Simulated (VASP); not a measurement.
NbH2: single point with PBEsol

Crystal: NbH2.

```
Nb H
1.0
     0.09223    2.30578    2.30578
     2.30578    0.09223    2.30578
     2.30578    2.30578    0.09223
Nb H
1 2
Direct
  0.00000 0.00000 0.00000
  0.25000 0.25000 0.25000
  0.75000 0.75000 0.75000
```

| Property | Result |
| --- | --- |
| Program | VASP 6.6.1 |
| Task | single point |
| Functional | PBEsol |
| Potentials or basis | VASP PAW PBE potentials, release 64 (Nb_sv, H) |
| Cutoff | 520 eV |
| k mesh | 16 × 16 × 16 |
| Occupations | gaussian, width 0.15 eV |
| Spin | no spin polarisation |
| Dipole correction | no |
| Further INCAR settings | ALGO = Normal; EDIFF = 1e-06; NBANDS = 14 |

| Quantity | Value |
| --- | --- |
| Pressure | 0.5 GPa |
| Largest force | 0.311 eV/Å |
| Band gap on the k mesh | zero (an odd number of electrons rules out a gap without spin polarisation) |

Forces on the atoms (eV/Å):
```
Nb   0.000  0.000  0.000
H   -0.179 -0.179 -0.179
H    0.179  0.179  0.179
```

Stress tensor (GPa, compression positive):
```
 0.50 -5.55 -5.55
-5.55  0.50 -5.55
-5.55 -5.55  0.50
```

Levels at points of the mesh, in eV from the Fermi level:
| k point | band 6 | band 7 | band 8 | band 9 | band 10 | band 11 |
| --- | --- | --- | --- | --- | --- | --- |
| (0.00, 0.00, 0.00) | -1.87 | -1.20 | -1.20 | -1.11 | 1.36 | 1.36 |
| (0.50, 0.00, 0.00) | -4.76 | -1.65 | -0.94 | 2.47 | 3.08 | 5.02 |
| (0.50, 0.50, 0.00) | -4.95 | -4.50 | 2.70 | 3.00 | 3.24 | 6.77 |
| (0.50, 0.50, 0.50) | -5.29 | -1.13 | -1.13 | 2.63 | 2.63 | 5.41 |

Wall time 34 s on 1 thread of Intel(R) Xeon(R) 6975P-C (Granite Rapids) (shared host), peak memory 0.25 GiB.

Caveat: the PAW data sets were made with another functional, which shifts forces and pressure a little; an odd number of electrons without spin polarisation forces a metal; a magnetic or distorted state may lie lower.
